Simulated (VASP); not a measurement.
Wanted: the native input for a VASP 6.6.1 run.

| Quantity | Value |
| --- | --- |
| Task | single point |
| Functional | PBE |
| Dispersion | D3(BJ) |
| Potentials or basis | VASP PAW PBE potentials, release 64 (O, H, F) |
| Cutoff | 520 eV |
| k mesh | 1 × 1 × 1 |
| Occupations | fermi-dirac, width 0.05 eV |
| Spin | no spin polarisation |
| Dipole correction | no |
| Further INCAR settings | LREAL = Auto; ALGO = Normal; EDIFF = 1e-06; NBANDS = 55 |

The structure of H17O8F lies in POSCAR:

```
H17O8F
1.0
    6.4950650000      0.0000000000      0.0000000000
    0.0000000000      6.4950650000      0.0000000000
    0.0000000000      0.0000000000      6.4950650000
O H F
8 17 1
Direct
    0.5123270391      0.0986889675      0.8806695764
    0.4612613621      0.6598191581      0.1918592220
    0.6751489427      0.4751188745      0.8810485699
    0.6807191621      0.8160307771      0.6095748802
    1.0261829681      0.3213414026      0.5553959413
    0.0830363602      0.8578196537      0.2973048429
    0.1921561274      0.6665666358      0.6974223080
    0.6525565473      0.3253689118      0.3854462338
    0.3629710802      0.0878279801      0.8564316270
    0.5774181358     -0.0005481646      0.7843366718
    0.5402024444      0.7873784959      0.2080861041
    0.5132184634      0.6025106385      0.0591076634
    0.8028854654      0.4524686677      0.9554346914
    0.6117714171      0.3330879021      0.8720807122
    0.8155782028      0.8283956161      0.5446916482
    0.6853457673      0.6860263073      0.6886721167
    0.8799574123      0.3313917788      0.5055733333
    1.0682529371      0.4587765946      0.6139368013
    0.0755507888      0.9911516221      0.2282733571
    0.1961826762      0.7848524209      0.2261713785
    0.1330172757      0.7949752710      0.7544995960
    0.2550765036      0.7183943653      0.5708416417
    0.5832403252      0.4523502951      0.3360235682
    0.5465382363      0.2492533183      0.4582659874
    0.0569665246      0.1856658503      0.6876728784
    0.0961099347      0.0690207595      0.8076245489
```

The input as run:

INCAR

```
  PREC = Accurate
  ENCUT = 520
  EDIFF = 1E-6
  ISMEAR = -1
  SIGMA = 0.05
  LREAL = Auto
  LASPH = T
  NELM = 80
  ALGO = Normal
  ISIF = 2
  LWAVE = F
  LCHARG = F
  GGA = PE
  IVDW = 12
  NBANDS = 55
```

KPOINTS

```
Automatic mesh
0
Gamma
  1 1 1
```

Potentials or basis: VASP PAW PBE potentials, release 64 (O, H, F).

Command:

```sh
$ cat potpaw_PBE.64/O/POTCAR potpaw_PBE.64/H/POTCAR potpaw_PBE.64/F/POTCAR > POTCAR
$ mpirun -np 1 vasp_gam > vasp.out
```

Results of the run:

The pressure is -0.8 GPa, the largest force is 0.216 eV/Å and the band gap on the k mesh is 4.86 eV. The dispersion energy per atom is -0.032 eV.

Caveat: the k points lie up to 0.97 Å⁻¹ apart.

Run time: 15 s on 1 thread of Intel(R) Xeon(R) 6975P-C (Granite Rapids) (shared host), peak memory 0.3 GiB.
